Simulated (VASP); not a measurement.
**TiAl: single point with PBEsol**

The system is TiAl.

```
Ti Al
1.0
     2.69820    0.00000    0.00000
    -1.34910    2.33671    0.00000
     0.00000    0.00000    5.28269
Ti Al
1 1
Direct
  0.00000 0.00000 0.00000
  0.33333 0.66667 0.50000
```

This cell differs from its parent crystal: ratio of the length along z to the lengths across it x 1.2, volume and fractional coordinates fixed.

```json
{
  "Program": "VASP 6.6.1",
  "Task": "single point",
  "Functional": "PBEsol",
  "Potentials or basis": "VASP PAW PBE potentials, release 64 (Ti_sv, Al)",
  "Cutoff": "520 eV",
  "k mesh": "21 × 21 × 12",
  "Occupations": "gaussian, width 0.15 eV",
  "Spin": "no spin polarisation"
}
```

```yaml
Pressure: -0.9 GPa
```

Stress tensor (GPa, compression positive):
```
  9.62   0.00   0.00
  0.00   9.62   0.00
  0.00   0.00 -22.05
```

Levels at points of the mesh, in eV from the Fermi level:
```
           k point  band 5  band 6  band 7  band 8  band 9  band 10
(0.00, 0.00, 0.00)   -9.49   -3.25   -3.19    1.20    1.20     1.70
(0.00, 0.00, 0.50)   -9.01   -5.71   -1.55    1.20    1.20     3.11
```

It took 3.8 min on 1 thread of Intel(R) Xeon(R) Platinum 8259CL CPU @ 2.50GHz (Skylake/Cascade Lake), with other jobs on the host, peak memory 0.27 GiB.

Caveat: the PAW data sets were made with another functional, which shifts forces and pressure a little.
